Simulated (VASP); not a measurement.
# Os (P6_3/mmc) in VASP: a series of runs

The runs below take Os through single point, relaxation of cell and atoms, with PBE.

All numbers are computed with VASP 6.6.1; they aren't measurements. Logs are shortened: lines on timing, memory, paths and dates and some standing lists are left out, and cuts for length are marked.

## Step 1: The cell of the first run

Symmetry: P6_3/mmc, No. 194, hexagonal system. The conventional cell has a = 2.753 Å, b = 2.753 Å, c = 4.351 Å, α = 90.00°, β = 90.00°, γ = 120.00°. Os (site symmetry -6m2) has 12 Os at 2.69 to 2.75 Å within 3.6 Å.

## Step 2: Single point, PBE

Input file INCAR:

```
ALGO     = Normal         # electronic algorithm
EDIFF    = 1E-6           # SCF threshold, eV
ENCUT    = 520            # plane-wave cutoff, eV
GGA      = PE             # functional
ISIF     = 2              # what is computed and relaxed
ISMEAR   = 0              # smearing method
LASPH    = T              # aspherical terms in the spheres
LCHARG   = F              # write CHGCAR
LREAL    = F              # projectors in reciprocal space
LWAVE    = F              # write WAVECAR
NBANDS   = 15             # bands
NELM     = 100            # most SCF steps
PREC     = Accurate       # precision mode
SIGMA    = 0.1            # smearing width, eV
```

Input file KPOINTS:

```
k-points
0
Gamma
  18 18 10
```

Input file POSCAR:

```
Os
1.0
    2.7527795436      0.0000000000      0.0000000000
   -1.3763897718      2.3839770158      0.0000000000
    0.0000000000      0.0000000000      4.3509113959
Os
2
Direct
    0.0000000000      0.0000000000      0.0000000000
    0.3333333333      0.6666666667      0.5000000000
```

Potentials or basis: VASP PAW PBE potentials, release 64 (Os).

On the command line:

```bash
$ cat potpaw_PBE.64/Os/POTCAR > POTCAR
$ mpirun -np 1 vasp_std > vasp.out
```

OUTCAR:

```text
EDIFF = 1E-6
   ENCUT = 520
   GGA = PE
   ISIF = 2
   ISMEAR = 0
   LASPH = T
   LREAL = F
   NELM = 100
   PREC = Accurate

 ion  position               nearest neighbor table
   1  0.000  0.000  0.000-   2 2.69   2 2.69   2 2.69   2 2.69   2 2.69   2 2.69
   2  0.333  0.667  0.500-   1 2.69   1 2.69   1 2.69   1 2.69   1 2.69   1 2.69

  LATTYP: Found a hexagonal cell.
 ALAT       =     2.7527795436
 C/A-ratio  =     1.5805520664

  Lattice vectors:

 A1 = (   2.7527795436,   0.0000000000,   0.0000000000)
 A2 = (  -1.3763897718,   2.3839770158,   0.0000000000)
 A3 = (   0.0000000000,   0.0000000000,   4.3509113959)

Analysis of symmetry for initial positions (statically):
=====================================================================
 Subroutine PRICEL returns:
 Original cell was already a primitive cell.

 Routine SETGRP: Setting up the symmetry group for a
 hexagonal supercell.

 Subroutine GETGRP returns: Found 24 space group operations
 (whereof 12 operations were pure point group operations)
 out of a pool of 24 trial point group operations.

The static configuration has the point symmetry D_3h.
 The point group associated with its full space group is D_6h.

Analysis of symmetry for dynamics (positions and initial velocities):
=====================================================================
 Subroutine PRICEL returns:
 Original cell was already a primitive cell.

 Routine SETGRP: Setting up the symmetry group for a
 hexagonal supercell.

 Subroutine GETGRP returns: Found 24 space group operations
 (whereof 12 operations were pure point group operations)
 out of a pool of 24 trial point group operations.

The dynamic configuration has the point symmetry D_3h.
 The point group associated with its full space group is D_6h.

 Subroutine INISYM returns: Found 24 space group operations
 (whereof 12 operations are pure point group operations),
 and found     1 'primitive' translations

----------------------------------------------------------------------------------------

                                     Primitive cell

  volume of cell :      28.5531

  direct lattice vectors                    reciprocal lattice vectors
     2.752779544  0.000000000  0.000000000     0.363269192  0.209733566  0.000000000
    -1.376389772  2.383977016  0.000000000     0.000000000  0.419467131  0.000000000
     0.000000000  0.000000000  4.350911396     0.000000000  0.000000000  0.229836903

  length of vectors
     2.752779544  2.752779544  4.350911396     0.419467131  0.419467131  0.229836903

  position of ions in fractional coordinates (direct lattice)
     0.000000000  0.000000000  0.000000000
     0.333333333  0.666666667  0.500000000

  ion indices of the primitive-cell ions
   primitive index   ion index
                 1           1
                 2           2

----------------------------------------------------------------------------------------

 KPOINTS: k-points

Automatic generation of k-mesh.
 Grid dimensions read from file:
 generate k-points for:   18   18   10

 Generating k-lattice:

  Cartesian coordinates                     Fractional coordinates (reciprocal lattice)
     0.020181622  0.011651865  0.000000000     0.055555556  0.000000000  0.000000000
     0.000000000  0.023303730  0.000000000     0.000000000  0.055555556  0.000000000
     0.000000000  0.000000000  0.022983690     0.000000000  0.000000000  0.100000000

  Length of vectors
     0.023303730  0.023303730  0.022983690

  Shift w.r.t. Gamma in fractional coordinates (k-lattice)
     0.000000000  0.000000000  0.000000000

 Subroutine IBZKPT returns following result:
 ===========================================

 Found    222 irreducible k-points:

 Following reciprocal coordinates:
            Coordinates               Weight
  0.000000  0.000000  0.000000      1.000000
  0.055556  0.000000  0.000000      6.000000
  0.111111  0.000000  0.000000      6.000000
  0.166667  0.000000  0.000000      6.000000
  0.222222  0.000000  0.000000      6.000000
  0.277778  0.000000  0.000000      6.000000
[... 16 lines left out ...]
  0.333333  0.111111  0.000000     12.000000
  0.388889  0.111111  0.000000     12.000000
 [... further k-points ...]
   k-points           NKPTS =    222   k-points in BZ     NKDIM =    222   number of bands    NBANDS=     15
   number of dos      NEDOS =    301   number of ions     NIONS =      2
   total plane-waves  NPLWV =  12800
   dimension x,y,z NGX =    20 NGY =   20 NGZ =   32
   dimension x,y,z NGXF=    40 NGYF=   40 NGZF=   64
   ions per type =               2
   NGX,Y,Z   is equivalent  to a cutoff of  12.08, 12.08, 12.23 a.u.
   NGXF,Y,Z  is equivalent  to a cutoff of  24.16, 24.16, 24.45 a.u.
 SYSTEM =  unknown system
   PREC   = accura    normal or accurate (medium, high low for compatibility)
   ISTART =      0    job   : 0-new  1-cont  2-samecut
   ICHARG =      2    charge: 1-file 2-atom 10-const
   ISPIN  =      1    spin polarized calculation?
   LNONCOLLINEAR =      F non collinear calculations
   LSORBIT =      F    spin-orbit coupling
   LASPH  =      T    aspherical Exc in radial PAW
   ENCUT  =  520.0 eV  38.22 Ry    6.18 a.u.   5.12  5.12  8.09*2*pi/ulx,y,z
   NELM   =    100;   NELMIN=  2; NELMDL= -5     # of ELM steps
   EDIFF  = 0.1E-05   stopping-criterion for ELM
   LREAL  =      F    real-space projection
   EDIFFG = 0.1E-04   stopping-criterion for IOM
   NSW    =      0    number of steps for IOM
   IBRION =     -1    ionic relax: 0-MD 1-quasi-New 2-CG
   NFREE  =      0    steps in history (QN), initial steepest desc. (CG)
   ISIF   =      2    stress and relaxation
   ISYM   =      2    0-nonsym 1-usesym 2-fastsym
   POTIM  = 0.5000    time-step for ionic-motion
   TEBEG  =    0.0;   TEEND  =   0.0 temperature during run
   PSTRESS=    0.0 pullay stress
   NELECT =      16.0000    total number of electrons
   NUPDOWN=      -1.0000    fix difference up-down
   EMIN   =  10.00;   EMAX   =-10.00  energy-range for DOS
   EFERMI =   0.00;   METHOD = LEGACY
   ISMEAR =     0;   SIGMA  =   0.10  broadening in eV -4-tet -1-fermi 0-gaus
   EFERMI_NEDOS =   21; number of points for ismear=-14 and -15
   IALGO  =     38    algorithm
   IMIX   =      4    mixing-type and parameters
     AMIX     =   0.40;   BMIX     =  1.00
     AMIX_MAG =   1.60;   BMIX_MAG =  1.00
  volume/ion in A,a.u.               =      14.28        96.34
  Fermi-wavevector in a.u.,A,eV,Ry     =   1.349678  2.550522 24.784799  1.821631
  Thomas-Fermi vector in A             =   2.477245
   LORBIT       =      0    0 simple, 1 ext, 2 COOP (PROOUT), +10 PAW based schemes
   GGA     = PE    functional components
   LHFCALC =     F    Hartree Fock is set to
   AEXX    =    0.0000 exact exchange contribution
   IVDW    =     0    specifies the selected vdW correction
   LEPSILON=     F    determine dielectric tensor
   LRPA    =     F    only Hartree local field effects (RPA)
 non-spin polarized calculation
 Gauss-broadening in eV      SIGMA  =   0.10
  energy-cutoff  :      520.00
  volume of cell :       28.55
 maximum number of plane-waves:       786
   NGX = 11   NGY = 11   NGZ = 17

 number of electron      15.9999999 magnetization

 Free energy of the ion-electron system (eV)
  ---------------------------------------------------
  ext. energy  EPLUGINS =         0.00000000
  ---------------------------------------------------
  free energy    TOTEN  =       -22.49898762 eV

  energy without entropy =      -22.49131398  energy(sigma->0) =      -22.49515080

 E-fermi :   9.1612     XC(G=0): -13.9408

 val. band max:        9.1503868986   @ k =   0.2222   0.0556   0.3000
 cond. band min:       9.1666558043   @ k =   0.4444   0.1111   0.4000
 fundamental gap:      0.0162689057
 Fermi energy:         9.1612319977

 k-point     1 :       0.0000    0.0000    0.0000
  band No.  band energies     occupation
      1      -1.5977      2.00000
      2       1.5601      2.00000
      3       6.1961      2.00000
      4       6.1961      2.00000
      5       6.4382      2.00000
      6       7.0084      2.00000
      7       7.0084      2.00000
      8       7.6460      2.00000
      9       7.6460      2.00000
     10       9.1823      0.76584
     11      10.7956      0.00000
     12      10.7956      0.00000
     13      17.9872      0.00000
     14      23.2038      0.00000
     15      25.8857      0.00000

 k-point     2 :       0.0556    0.0000    0.0000
  band No.  band energies     occupation
      1      -1.4750      2.00000
      2       1.6696      2.00000
      3       5.9169      2.00000
      4       6.3035      2.00000
      5       6.6842      2.00000
      6       6.9348      2.00000
      7       7.1085      2.00000
      8       7.5003      2.00000
      9       7.5586      2.00000
     10       8.5903      2.00000
     11      10.8560      0.00000
     12      11.5671      0.00000
     13      17.9768      0.00000
     14      23.4559      0.00000
     15      26.0465      0.00000

 k-point     3 :       0.1111    0.0000    0.0000
  band No.  band energies     occupation
      1      -1.1169      2.00000
      2       1.9765      2.00000
      3       5.5079      2.00000
      4       6.6212      2.00000
      5       6.7072      2.00000
      6       6.9085      2.00000
      7       7.0677      2.00000
      8       7.3270      2.00000
      9       7.4040      2.00000
     10       7.9676      2.00000
     11      11.0092      0.00000
     12      12.8895      0.00000
     13      17.9289      0.00000
     14      24.1363      0.00000
     15      26.4675      0.00000
[... 343 lines left out ...]
 k-point    23 :       0.3333    0.1111    0.0000
  band No.  band energies     occupation
      1       2.3396      2.00000
      2       2.7613      2.00000
      3       3.2353      2.00000
      4       5.2790      2.00000
      5       5.7057      2.00000
      6       6.7701      2.00000
      7       6.9715      2.00000
      8       9.8993      0.00000
      9      10.6773      0.00000
     10      11.5446      0.00000
     11      11.9619      0.00000
     12      17.4616      0.00000
     13      18.0651      0.00000
     14      20.2976      0.00000
     15      20.5566      0.00000

 k-point    24 :       0.3889    0.1111    0.0000
  band No.  band energies     occupation
      1       2.5221      2.00000
      2       2.6242      2.00000
      3       2.9773      2.00000
      4       5.6538      2.00000
      5       5.7177      2.00000
      6       6.6006      2.00000
      7       7.2855      2.00000
      8      10.6912      0.00000
      9      11.1102      0.00000
     10      11.5729      0.00000
     11      12.9503      0.00000
     12      15.9224      0.00000
     13      18.4079      0.00000
     14      19.5301      0.00000
     15      21.1639      0.00000

 [... further k-points ...]

------------------------ aborting loop because EDIFF is reached ----------------------------------------

  FORCE on cell =-STRESS in cart. coord.  units (eV):
  Direction    XX          YY          ZZ          XY          YZ          ZX
  --------------------------------------------------------------------------------------
  -------------------------------------------------------------------------------------
  Total       -0.0207241     -0.0207241     -0.0446727     -0.0000000      0.0000000      0.0000000
  in kB       -1.1628721     -1.1628721     -2.5066783     -0.0000000      0.0000000      0.0000000
  external PRESSURE =      -1.6108075 kB  Pullay stress =       0.0000000 kB

 VOLUME and BASIS-vectors are now :
 -----------------------------------------------------------------------------
  energy-cutoff  :      520.00
  volume of cell :       28.55
      direct lattice vectors                 reciprocal lattice vectors
     2.752779544  0.000000000  0.000000000     0.363269192  0.209733566  0.000000000
    -1.376389772  2.383977016  0.000000000     0.000000000  0.419467131  0.000000000
     0.000000000  0.000000000  4.350911396     0.000000000  0.000000000  0.229836903

 POSITION                                       TOTAL-FORCE (eV/Angst)
 -----------------------------------------------------------------------------------
      0.00000      0.00000      0.00000         0.000000     -0.000000      0.000000
     -0.00000      1.58932      2.17546        -0.000000      0.000000      0.000000
 -----------------------------------------------------------------------------------
    total drift:                                0.000000     -0.000000     -0.000000

  FREE ENERGIE OF THE ION-ELECTRON SYSTEM (eV)
  ---------------------------------------------------
  free  energy   TOTEN  =       -22.4989876214 eV

  energy  without entropy=      -22.4913139767  energy(sigma->0) =      -22.49515080
```

Wall time 24 s (1 thread of Intel Xeon 6975P-C (Granite Rapids), shared host); peak memory 0.2 GiB.

What came out:

```yaml
Free_energy: -22.4990 eV
Pressure: -0.2 GPa
Band_gap_on_the_k_mesh: zero (band 8 reaches 11.13 eV, above the bottom of band 9 at 7.32 eV)
```

Caveat: spin-orbit coupling is left out, which moves the levels of the heavy elements.

## Step 3: Single point, PBE

This run uses another cell than the first one: it holds 4 atoms, not 2.

Input file INCAR:

```
PREC = Accurate ; ENCUT = 520
EDIFF = 1E-7 ; ISMEAR = 0
SIGMA = 0.1 ; LREAL = False
LASPH = True ; NELM = 80
ALGO = Fast ; ISIF = 2
LWAVE = False ; LCHARG = False
GGA = PE ; NBANDS = 24
```

Input file KPOINTS:

```
regular mesh
0
Gamma
  18 18 5
```

Input file POSCAR:

```
Os
1.0
    2.7391448396      0.0000000000      0.0000000000
   -1.3695724198      2.3721690157      0.0000000000
    0.0000000000      0.0000000000      8.8171469083
Os
4
Direct
    0.0000000000      0.0000000000      0.0000000000
    0.3333333333      0.6666666667      0.2500000000
    0.0000000000      0.0000000000      0.5000000000
    0.6666666667      0.3333333333      0.7500000000
```

Potentials or basis: VASP PAW PBE potentials, release 64 (Os).

On the command line:

```bash
$ cat potpaw_PBE.64/Os/POTCAR > POTCAR
$ mpirun -np 1 vasp_std > vasp.out
```

Run time: 76 s. Hardware: 1 thread of Intel Xeon 6975P-C (Granite Rapids), shared host; peak memory 0.24 GiB.

Results (log left out):

```yaml
Free_energy: -44.6092 eV
Pressure: -0.1 GPa
Band_gap_on_the_k_mesh: zero (band 16 reaches 11.25 eV, above the bottom of band 17 at 7.62 eV)
```

Levels at points of the mesh, in eV from the Fermi level:
```tsv
k point	band 14	band 15	band 16	band 17	band 18	band 19
(0.00, 0.00, 0.00)	-2.36	-2.36	-0.77	-0.77	-0.12	0.07
(0.50, 0.00, 0.00)	0.39	1.40	2.20	2.24	2.37	2.40
```

Caveat: spin-orbit coupling is left out, which moves the levels of the heavy elements.

## Step 4: Relaxation of cell and atoms, PBE

This run uses another cell than the first one: it holds 6 atoms, not 2.

Input file INCAR:

```
PREC = Accurate
ENCUT = 600
EDIFF = 1E-7
ISMEAR = 0
SIGMA = 0.1
LREAL = F
LASPH = T
NELM = 100
ALGO = Normal
ISIF = 3
LWAVE = F
LCHARG = F
GGA = PE
IBRION = 2
NSW = 65
EDIFFG = -0.01
```

Input file KPOINTS:

```
Automatic mesh
0
Gamma
  18 18 4
```

Input file POSCAR:

```
Os
1.0
    2.7527795436      0.0000000000      0.0000000000
   -1.3763897718      2.3839770158      0.0000000000
    0.0000000000      0.0000000000     13.0527341876
Os
6
Direct
    0.0000000000      0.0000000000      0.0000000000
    0.3333333333      0.6666666667      0.1666666667
    0.6666666667      0.3333333333      0.3333333333
    0.0000000000      0.0000000000      0.5000000000
    0.6666666667      0.3333333333      0.6666666667
    0.3333333333      0.6666666667      0.8333333333
```

On the command line:

```bash
$ cat potpaw_PBE.64/Os/POTCAR > POTCAR
$ mpirun -np 1 vasp_std > vasp.out
```

Wall time 49 min (1 thread of AMD EPYC 9R45 (Zen 5), shared host); peak memory 0.39 GiB.

The run converged. Its results:

| Item | Value |
| --- | --- |
| Free energy | -66.9632 eV |
| Relaxed volume | 14.35 Å³/atom |
| Relaxed cell | a = 2.740 Å, b = 2.740 Å, c = 13.239 Å, α = 90.00°, β = 90.00°, γ = 120.00° |
| Space group after relaxing (to 0.05 Å) | P6_3/mmc (No. 194) |
| Energy gained by relaxing | 23.8 meV/atom |
| Ionic steps | 12 |
| Pressure after relaxing | 0.0 GPa |
| Largest force after relaxing | 0.007 eV/Å |

Forces on the atoms (eV/Å):
```
Os   0.000  0.000  0.000
Os   0.000  0.000 -0.007
Os   0.000  0.000  0.007
Os   0.000  0.000  0.000
Os   0.000  0.000 -0.007
Os   0.000  0.000  0.007
```

The path:
```csv
step,energy change (eV),largest force (eV/Å),pressure (GPa),volume (Å³)
1,0.0000,1.0600,1.73,85.66
2,0.0073,0.1263,-5.87,87.50
3,-0.1095,0.4623,-2.68,86.55
4,-0.0911,0.2223,8.88,84.34
5,-0.1318,0.1946,2.04,85.58
6,-0.1319,0.1748,-1.35,86.47
7,-0.1429,0.0164,0.24,86.03
8,-0.1429,0.0125,0.21,86.04
9,-0.1428,0.0121,-0.61,86.22
10,-0.1431,0.0121,-0.12,86.11
11,-0.1431,0.0025,0.17,86.05
12,-0.1431,0.0070,0.04,86.08
```

Final structure:
```
CELL_PARAMETERS angstrom
2.74003 0.00000 0.00000
-1.37002 2.37294 0.00000
0.00000 0.00000 13.23866
ATOMIC_POSITIONS crystal
Os 0.00000 0.00000 0.00000
Os 0.33333 0.66667 0.16284
Os 0.66667 0.33333 0.33716
Os 0.00000 0.00000 0.50000
Os 0.66667 0.33333 0.66284
Os 0.33333 0.66667 0.83716
```

Levels at points of the mesh, in eV from the Fermi level:
```
           k point  band 21  band 22  band 23  band 24  band 25  band 26  band 27  band 28
(0.00, 0.00, 0.00)    -2.48    -2.38    -2.38    -0.73    -0.73    -0.56    -0.56    -0.15
(0.50, 0.00, 0.00)     0.20     0.66     0.71     2.10     2.15     2.24     2.36     2.48
(0.00, 0.00, 0.50)    -2.50    -2.50    -1.11    -1.11    -0.58    -0.58    -0.58    -0.58
(0.50, 0.00, 0.50)     0.88     0.88     1.78     1.78     2.14     2.14     2.42     2.42
```

Caveat: the bands computed are all filled at some k points, so no gap is given; spin-orbit coupling is left out, which moves the levels of the heavy elements.

## Step 5: The runs side by side

```csv
task,cell,k mesh,cutoff (eV),gap on the mesh (eV),pressure (GPa)
single point,"a = 2.753, b = 2.753, c = 4.351 Å, angles 90.0, 90.0, 120.0°, 2 atoms",18 × 18 × 10,520,none,-0.2
single point,"a = 2.739, b = 2.739, c = 8.817 Å, angles 90.0, 90.0, 120.0°, 4 atoms",18 × 18 × 5,520,none,-0.1
relaxation of cell and atoms,"relaxed from a = 2.753, b = 2.753, c = 13.053 Å, angles 90.0, 90.0, 120.0°, 6 atoms",18 × 18 × 4,600,-,0.0
```

Alike in all rows: level PBE; potentials or basis VASP PAW PBE potentials, release 64 (Os); no spin polarisation; smearing gaussian 0.1 eV.

Caveats: spin-orbit coupling is left out, which moves the levels of the heavy elements; the bands computed are all filled at some k points, so no gap is given (some runs).

Total energies depend on the potentials used, so only differences within one code and one set of settings carry meaning.
